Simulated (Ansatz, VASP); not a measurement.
## Two plane-wave programs on SrTiO3

```
Sr Ti O
1.0
     3.92107    0.00000    0.00000
     0.00000    3.92107    0.00000
     0.00000    0.00000    3.92107
Sr Ti O
1 1 3
Direct
  0.50000 0.50000 0.50000
  0.00000 0.00000 0.00000
  0.50000 0.00000 0.00000
  0.00000 0.50000 0.00000
  0.00000 0.00000 0.50000
```

Alike in both runs: task single point; functional r2SCAN; k mesh 6 × 6 × 6; no spin polarisation.

```csv
,VASP,Ansatz
version,VASP 6.6.1,Ansatz 0.2.0
potentials or method,"VASP PAW PBE potentials, release 64 (Sr_sv, Ti_sv, O)","PAW with Ansatz's default frozen-core files, scalar-relativistic"
plane-wave cutoff (eV),660,500
occupations,"gaussian, width 0.01 eV",fixed
valence electrons in the cell,40,40
```

|  | VASP | Ansatz | Ansatz less VASP |
| --- | --- | --- | --- |
| gap on the k mesh at the Fermi level (eV) | 2.25 | 2.24 | -0.014 |
| pressure (GPa) | -1.3 | -2.0 | -0.67 |

VASP's potentials were made for PBE, not for r2SCAN.
